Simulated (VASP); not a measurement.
# Os (P6_3/mmc) in VASP: further runs

The runs below take Os through single point, with PBEsol.

Everything below comes from runs of VASP 6.6.1. Logs are shortened: lines on timing, memory, paths and dates and some standing lists are left out, and cuts for length are marked.

### Step 1. The cell of the first run

The structure is hexagonal, space group P6_3/mmc (No. 194). Conventional cell: a = 2.886 Å, b = 2.886 Å, c = 3.876 Å, α = 90.00°, β = 90.00°, γ = 120.00°. Os (site symmetry -6m2) has 12 Os at 2.56 to 2.89 Å within 3.4 Å.

### Step 2. Single point, PBEsol

INCAR

```
SYSTEM = Os
PREC     = Accurate       ! precision mode
ENCUT    = 520            ! plane-wave cutoff, eV
EDIFF    = 1E-6           ! SCF threshold, eV
ISMEAR   = 0              ! smearing method
SIGMA    = 0.15           ! smearing width, eV
LREAL    = .False.        ! projectors in reciprocal space
LASPH    = .True.         ! aspherical terms in the spheres
NELM     = 80             ! most SCF steps
ALGO     = Fast           ! electronic algorithm
ISIF     = 2              ! what is computed and relaxed
LWAVE    = .False.        ! write WAVECAR
LCHARG   = .True.         ! write CHGCAR
GGA      = PS             ! functional
LELF     = .True.         ! ELF
LVHAR    = .True.       
NBANDS   = 15             ! bands
```

KPOINTS

```
regular mesh
0
Gamma
  24 24 12
  0 0 0
```

POSCAR

```
Os
1.0
    2.8862996437      0.0000000000      0.0000000000
   -1.4431498219      2.4996088144      0.0000000000
    0.0000000000      0.0000000000      3.8761407338
Os
2
Direct
    0.3333333333      0.6666666667      0.2500000000
    0.6666666667      0.3333333333      0.7500000000
```

Potentials or basis: VASP PAW PBE potentials, release 64 (Os).

Run with:

```sh
cat potpaw_PBE.64/Os/POTCAR > POTCAR
mpirun -np 1 vasp_std > vasp.out
```

OUTCAR:

```text
SYSTEM = Os
   PREC = Accurate
   ENCUT = 520
   EDIFF = 1E-6
   ISMEAR = 0
   LREAL = .False.
   LASPH = .True.
   NELM = 80
   ISIF = 2
   GGA = PS

 ion  position               nearest neighbor table
   1  0.333  0.667  0.250-   2 2.56   2 2.56   2 2.56   2 2.56   2 2.56   2 2.56
   2  0.667  0.333  0.750-   1 2.56   1 2.56   1 2.56   1 2.56   1 2.56   1 2.56

  LATTYP: Found a hexagonal cell.
 ALAT       =     2.8862996437
 C/A-ratio  =     1.3429446739

  Lattice vectors:

 A1 = (   2.8862996437,   0.0000000000,   0.0000000000)
 A2 = (  -1.4431498219,   2.4996088144,   0.0000000000)
 A3 = (   0.0000000000,   0.0000000000,   3.8761407338)

Analysis of symmetry for initial positions (statically):
=====================================================================
 Subroutine PRICEL returns:
 Original cell was already a primitive cell.

 Routine SETGRP: Setting up the symmetry group for a
 hexagonal supercell.

 Subroutine GETGRP returns: Found 24 space group operations
 (whereof 12 operations were pure point group operations)
 out of a pool of 24 trial point group operations.

The static configuration has the point symmetry D_3d.
 The point group associated with its full space group is D_6h.

Analysis of symmetry for dynamics (positions and initial velocities):
=====================================================================
 Subroutine PRICEL returns:
 Original cell was already a primitive cell.

 Routine SETGRP: Setting up the symmetry group for a
 hexagonal supercell.

 Subroutine GETGRP returns: Found 24 space group operations
 (whereof 12 operations were pure point group operations)
 out of a pool of 24 trial point group operations.

The dynamic configuration has the point symmetry D_3d.
 The point group associated with its full space group is D_6h.

 Subroutine INISYM returns: Found 24 space group operations
 (whereof 12 operations are pure point group operations),
 and found     1 'primitive' translations

----------------------------------------------------------------------------------------

                                     Primitive cell

  volume of cell :      27.9649

  direct lattice vectors                    reciprocal lattice vectors
     2.886299644  0.000000000  0.000000000     0.346464374  0.200031300  0.000000000
    -1.443149822  2.499608814  0.000000000     0.000000000  0.400062599  0.000000000
     0.000000000  0.000000000  3.876140734     0.000000000  0.000000000  0.257988569

  length of vectors
     2.886299644  2.886299644  3.876140734     0.400062599  0.400062599  0.257988569

  position of ions in fractional coordinates (direct lattice)
     0.333333333  0.666666667  0.250000000
     0.666666667  0.333333333  0.750000000

  ion indices of the primitive-cell ions
   primitive index   ion index
                 1           1
                 2           2

----------------------------------------------------------------------------------------

 KPOINTS: regular mesh

Automatic generation of k-mesh.
 Grid dimensions read from file:
 generate k-points for:   24   24   12

 Generating k-lattice:

  Cartesian coordinates                     Fractional coordinates (reciprocal lattice)
     0.014436016  0.008334637  0.000000000     0.041666667  0.000000000  0.000000000
     0.000000000  0.016669275  0.000000000     0.000000000  0.041666667  0.000000000
     0.000000000  0.000000000  0.021499047     0.000000000  0.000000000  0.083333333

  Length of vectors
     0.016669275  0.016669275  0.021499047

  Shift w.r.t. Gamma in fractional coordinates (k-lattice)
     0.000000000  0.000000000  0.000000000

 Subroutine IBZKPT returns following result:
 ===========================================

 Found    427 irreducible k-points:

 Following reciprocal coordinates:
            Coordinates               Weight
  0.000000  0.000000  0.000000      1.000000
  0.041667  0.000000  0.000000      6.000000
  0.083333  0.000000  0.000000      6.000000
  0.125000  0.000000  0.000000      6.000000
  0.166667  0.000000  0.000000      6.000000
  0.208333  0.000000  0.000000      6.000000
[... 16 lines left out ...]
  0.416667  0.041667  0.000000     12.000000
  0.458333  0.041667  0.000000     12.000000
 [... further k-points ...]
   k-points           NKPTS =    427   k-points in BZ     NKDIM =    427   number of bands    NBANDS=     15
   number of dos      NEDOS =    301   number of ions     NIONS =      2
   total plane-waves  NPLWV =  17280
   dimension x,y,z NGX =    24 NGY =   24 NGZ =   30
   dimension x,y,z NGXF=    48 NGYF=   48 NGZF=   60
   ions per type =               2
   NGX,Y,Z   is equivalent  to a cutoff of  13.82, 13.82, 12.87 a.u.
   NGXF,Y,Z  is equivalent  to a cutoff of  27.65, 27.65, 25.73 a.u.
 SYSTEM =  Os
   PREC   = accura    normal or accurate (medium, high low for compatibility)
   ISTART =      0    job   : 0-new  1-cont  2-samecut
   ICHARG =      2    charge: 1-file 2-atom 10-const
   ISPIN  =      1    spin polarized calculation?
   LNONCOLLINEAR =      F non collinear calculations
   LSORBIT =      F    spin-orbit coupling
   LASPH  =      T    aspherical Exc in radial PAW
   ENCUT  =  520.0 eV  38.22 Ry    6.18 a.u.   5.37  5.37  7.21*2*pi/ulx,y,z
   NELM   =     80;   NELMIN=  2; NELMDL= -5     # of ELM steps
   EDIFF  = 0.1E-05   stopping-criterion for ELM
   LREAL  =      F    real-space projection
   EDIFFG = 0.1E-04   stopping-criterion for IOM
   NSW    =      0    number of steps for IOM
   IBRION =     -1    ionic relax: 0-MD 1-quasi-New 2-CG
   NFREE  =      0    steps in history (QN), initial steepest desc. (CG)
   ISIF   =      2    stress and relaxation
   ISYM   =      2    0-nonsym 1-usesym 2-fastsym
   POTIM  = 0.5000    time-step for ionic-motion
   TEBEG  =    0.0;   TEEND  =   0.0 temperature during run
   PSTRESS=    0.0 pullay stress
   NELECT =      16.0000    total number of electrons
   NUPDOWN=      -1.0000    fix difference up-down
   EMIN   =  10.00;   EMAX   =-10.00  energy-range for DOS
   EFERMI =   0.00;   METHOD = LEGACY
   ISMEAR =     0;   SIGMA  =   0.15  broadening in eV -4-tet -1-fermi 0-gaus
   EFERMI_NEDOS =   21; number of points for ismear=-14 and -15
   IALGO  =     68    algorithm
   IMIX   =      4    mixing-type and parameters
     AMIX     =   0.40;   BMIX     =  1.00
     AMIX_MAG =   1.60;   BMIX_MAG =  1.00
  volume/ion in A,a.u.               =      13.98        94.36
  Fermi-wavevector in a.u.,A,eV,Ry     =   1.359076  2.568282 25.131162  1.847088
  Thomas-Fermi vector in A             =   2.485855
   LORBIT       =      0    0 simple, 1 ext, 2 COOP (PROOUT), +10 PAW based schemes
   GGA     = PS    functional components
   LHFCALC =     F    Hartree Fock is set to
   AEXX    =    0.0000 exact exchange contribution
   IVDW    =     0    specifies the selected vdW correction
   LEPSILON=     F    determine dielectric tensor
   LRPA    =     F    only Hartree local field effects (RPA)
 non-spin polarized calculation
 RMM-DIIS sequential band-by-band and
 Gauss-broadening in eV      SIGMA  =   0.15
  energy-cutoff  :      520.00
  volume of cell :       27.96
 maximum number of plane-waves:       806
 NGX is ok and might be reduce to    24

 number of electron      16.0000000 magnetization

 Free energy of the ion-electron system (eV)
  ---------------------------------------------------
  ext. energy  EPLUGINS =         0.00000000
  ---------------------------------------------------
  free energy    TOTEN  =       -23.68346786 eV

  energy without entropy =      -23.67277484  energy(sigma->0) =      -23.67812135

 E-fermi :   9.3873     XC(G=0): -14.1228

 val. band max:        9.3866601759   @ k =   0.2500   0.0417   0.3333
 cond. band min:       9.4081644336   @ k =   0.1250   0.0833   0.0000
 fundamental gap:      0.0215042578
 Fermi energy:         9.3872872605

 k-point     1 :       0.0000    0.0000    0.0000
  band No.  band energies     occupation
      1      -1.6478      2.00000
      2       1.4909      2.00000
      3       5.9458      2.00000
      4       5.9458      2.00000
      5       6.3592      2.00000
      6       6.3592      2.00000
      7       7.2835      2.00000
      8       7.2835      2.00000
      9       8.3400      2.00000
     10      11.0299      0.00000
     11      11.0299      0.00000
     12      11.4541      0.00000
     13      20.3745      0.00000
     14      22.8457      0.00000
     15      28.7647      0.00000

 k-point     2 :       0.0417    0.0000    0.0000
  band No.  band energies     occupation
      1      -1.5851      2.00000
      2       1.5349      2.00000
      3       5.8434      2.00000
      4       5.9980      2.00000
      5       6.3144      2.00000
      6       6.3187      2.00000
      7       7.2596      2.00000
      8       7.3292      2.00000
      9       8.4292      2.00000
     10      10.3034      0.00000
     11      11.0787      0.00000
     12      12.2814      0.00000
     13      20.3994      0.00000
     14      22.9606      0.00000
     15      28.8153      0.00000

 k-point     3 :       0.0833    0.0000    0.0000
  band No.  band energies     occupation
      1      -1.3996      2.00000
      2       1.6616      2.00000
      3       5.5822      2.00000
      4       6.1534      2.00000
      5       6.1883      2.00000
      6       6.1894      2.00000
      7       7.1951      2.00000
      8       7.4654      2.00000
      9       8.6575      2.00000
     10       9.5311      0.17508
     11      11.2163      0.00000
     12      13.3633      0.00000
     13      20.4610      0.00000
     14      23.2890      0.00000
     15      28.8371      0.00000

 k-point     4 :       0.1250    0.0000    0.0000
  band No.  band energies     occupation
      1      -1.0985      2.00000
      2       1.8540      2.00000
      3       5.2480      2.00000
      4       5.9540      2.00000
      5       6.0019      2.00000
      6       6.4083      2.00000
      7       7.1109      2.00000
      8       7.6882      2.00000
      9       8.9173      1.99999
     10       8.9590      1.99995
     11      11.4203      0.00000
     12      14.5104      0.00000
     13      20.5244      0.00000
     14      23.7582      0.00000
     15      27.5365      0.00000
[... 307 lines left out ...]
 k-point    22 :       0.3750    0.0417    0.0000
  band No.  band energies     occupation
      1       1.8709      2.00000
      2       2.1775      2.00000
      3       3.4118      2.00000
      4       4.7578      2.00000
      5       5.1557      2.00000
      6       7.8624      2.00000
      7       8.1573      2.00000
      8       9.5877      0.05878
      9      10.5498      0.00000
     10      11.4787      0.00000
     11      12.8389      0.00000
     12      16.3215      0.00000
     13      20.1771      0.00000
     14      20.2800      0.00000
     15      22.1472      0.00000

 k-point    23 :       0.4167    0.0417    0.0000
  band No.  band energies     occupation
      1       1.9760      2.00000
      2       2.1587      2.00000
      3       3.2275      2.00000
      4       4.6701      2.00000
      5       5.4849      2.00000
      6       7.8564      2.00000
      7       8.4576      2.00000
      8       9.9305      0.00000
      9      10.9562      0.00000
     10      12.0632      0.00000
     11      12.9325      0.00000
     12      15.1090      0.00000
     13      19.4864      0.00000
     14      20.0363      0.00000
     15      22.9513      0.00000

 k-point    24 :       0.4583    0.0417    0.0000
  band No.  band energies     occupation
      1       1.9572      2.00000
      2       2.2074      2.00000
      3       3.1342      2.00000
      4       4.6256      2.00000
      5       5.6927      2.00000
      6       7.8547      2.00000
      7       8.6213      2.00000
      8      10.1121      0.00000
      9      11.2009      0.00000
     10      12.6853      0.00000
     11      12.9797      0.00000
     12      14.1475      0.00000
     13      19.0909      0.00000
     14      19.9116      0.00000
     15      23.6456      0.00000

 [... further k-points ...]

------------------------ aborting loop because EDIFF is reached ----------------------------------------

  FORCE on cell =-STRESS in cart. coord.  units (eV):
  Direction    XX          YY          ZZ          XY          YZ          ZX
  --------------------------------------------------------------------------------------
  -------------------------------------------------------------------------------------
  Total       -2.3861107     -2.3861107     11.3754266      0.0000000      0.0000000      0.0000000
  in kB     -136.7061889   -136.7061889    651.7263402      0.0000000      0.0000000      0.0000000
  external PRESSURE =     126.1046542 kB  Pullay stress =       0.0000000 kB

 VOLUME and BASIS-vectors are now :
 -----------------------------------------------------------------------------
  energy-cutoff  :      520.00
  volume of cell :       27.96
      direct lattice vectors                 reciprocal lattice vectors
     2.886299644  0.000000000  0.000000000     0.346464374  0.200031300  0.000000000
    -1.443149822  2.499608814  0.000000000     0.000000000  0.400062599  0.000000000
     0.000000000  0.000000000  3.876140734     0.000000000  0.000000000  0.257988569

 POSITION                                       TOTAL-FORCE (eV/Angst)
 -----------------------------------------------------------------------------------
     -0.00000      1.66641      0.96904         0.000000     -0.000000      0.000000
      1.44315      0.83320      2.90711        -0.000000      0.000000      0.000000
 -----------------------------------------------------------------------------------
    total drift:                               -0.000000      0.000000     -0.000000

  FREE ENERGIE OF THE ION-ELECTRON SYSTEM (eV)
  ---------------------------------------------------
  free  energy   TOTEN  =       -23.6834678561 eV

  energy  without entropy=      -23.6727748387  energy(sigma->0) =      -23.67812135
```

Run time: 83 s. Hardware: 1 thread of Intel Xeon Platinum 8488C (Sapphire Rapids), shared host; peak memory 0.27 GiB.

What came out:

* Free energy: -23.6835 eV
* Pressure: 12.6 GPa
* Band gap on the k mesh: zero (band 8 reaches 11.31 eV, above the bottom of band 9 at 8.02 eV)

Caveat: the PAW data sets were made with another functional, which shifts forces and pressure a little; spin-orbit coupling is left out, which moves the levels of the heavy elements.

### Step 3. Single point, PBEsol

This run uses another cell than the first one, of the same volume but with other edges.

INCAR

```
SYSTEM = Os
ALGO     = Fast           ! electronic algorithm
EDIFF    = 1E-6           ! SCF threshold, eV
ENCUT    = 520            ! plane-wave cutoff, eV
GGA      = PS             ! functional
ISIF     = 2              ! what is computed and relaxed
ISMEAR   = 0              ! smearing method
LASPH    = .True.         ! aspherical terms in the spheres
LCHARG   = .False.        ! write CHGCAR
LREAL    = .False.        ! projectors in reciprocal space
LWAVE    = .False.        ! write WAVECAR
NBANDS   = 15             ! bands
NELM     = 80             ! most SCF steps
PREC     = Accurate       ! precision mode
SIGMA    = 0.15           ! smearing width, eV
```

KPOINTS

```
k-points
0
Gamma
  24 24 12
  0 0 0
```

POSCAR

```
Os
1.0
    2.5728865835      0.0000000000      0.0000000000
   -1.2864432918      2.2281851424      0.0000000000
    0.0000000000      0.0000000000      4.8779920007
Os
2
Direct
    0.3333333333      0.6666666667      0.2500000000
    0.6666666667      0.3333333333      0.7500000000
```

Potentials or basis: VASP PAW PBE potentials, release 64 (Os).

Run with:

```sh
cat potpaw_PBE.64/Os/POTCAR > POTCAR
mpirun -np 1 vasp_std > vasp.out
```

Run time: 96 s. Hardware: 1 thread of Intel Xeon Platinum 8488C (Sapphire Rapids), shared host; peak memory 0.27 GiB.

The run converged. Its results:

```yaml
Free_energy: -23.3402 eV
Pressure: 13.1 GPa
Band_gap_on_the_k_mesh: zero (band 8 reaches 11.19 eV, above the bottom of band 9 at 8.11 eV)
```

Stress tensor (GPa, compression positive):
```
 46.00   0.00   0.00
  0.00  46.00   0.00
  0.00   0.00 -52.59
```

Levels at points of the mesh, in eV from the Fermi level:
```csv
k point,band 6,band 7,band 8,band 9,band 10,band 11
"(0.00, 0.00, 0.00)",-2.56,-2.56,-1.84,0.09,0.09,1.86
"(0.50, 0.00, 0.00)",-2.16,-2.04,1.78,3.57,3.76,4.55
"(0.00, 0.00, 0.50)",-2.88,-2.88,-2.88,1.14,1.14,1.14
"(0.50, 0.00, 0.50)",-0.45,-0.11,-0.11,2.93,2.93,3.67
```

Caveat: the PAW data sets were made with another functional, which shifts forces and pressure a little; spin-orbit coupling is left out, which moves the levels of the heavy elements.
